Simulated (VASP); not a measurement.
**AlN (scanat): single point with r2SCAN**

The system is AlN (scanat).

```
Al N
1.0
     3.11358    0.00000    0.00000
    -1.55679    2.69644    0.00000
     0.00000    0.00000    4.98313
Al N
2 2
Cartesian
  0.0000 1.7976 -0.2205
  1.5568 0.8988 2.2711
  0.0000 1.7976 2.1241
  1.5568 0.8988 4.6156
```

- Program: VASP 6.6.1
- Task: single point
- Functional: r2SCAN
- Potentials or basis: VASP PAW PBE potentials, release 64 (Al, N)
- Cutoff: 520 eV
- k mesh: 9 × 9 × 6
- Occupations: gaussian, width 0.01 eV
- Spin: no spin polarisation

```json
{
  "Pressure": "6.0 GPa",
  "Largest force": "0.879 eV/Å",
  "Band gap on the k mesh": "3.45 eV, direct"
}
```

Forces in eV/Å, atoms in the order of the input:
```
Al   0.000  0.000  0.879
Al   0.000  0.000  0.879
N    0.000  0.000 -0.879
N    0.000  0.000 -0.879
```

Stress tensor (GPa, compression positive):
```
 15.13   0.00   0.00
  0.00  15.13   0.00
  0.00   0.00 -12.32
```

Levels at points of the mesh, in eV from the valence-band top:
```csv
k point,band 5,band 6,band 7,band 8,band 9,band 10,band 11,band 12
"(0.00, 0.00, 0.00)",-2.59,-1.93,-1.93,0.00,3.45,6.53,10.74,10.74
"(0.00, 0.00, 0.50)",-2.27,-2.27,-2.27,-2.27,6.38,6.38,10.05,10.05
```

Run time: 59 s on 1 thread of Intel(R) Xeon(R) Platinum 8488C (Sapphire Rapids), with other jobs on the host, peak memory 0.17 GiB.

Caveat: the PAW data sets were made with another functional, which shifts forces and pressure a little. r2SCAN opens gaps a little over a GGA but as a rule still falls short of measured ones.
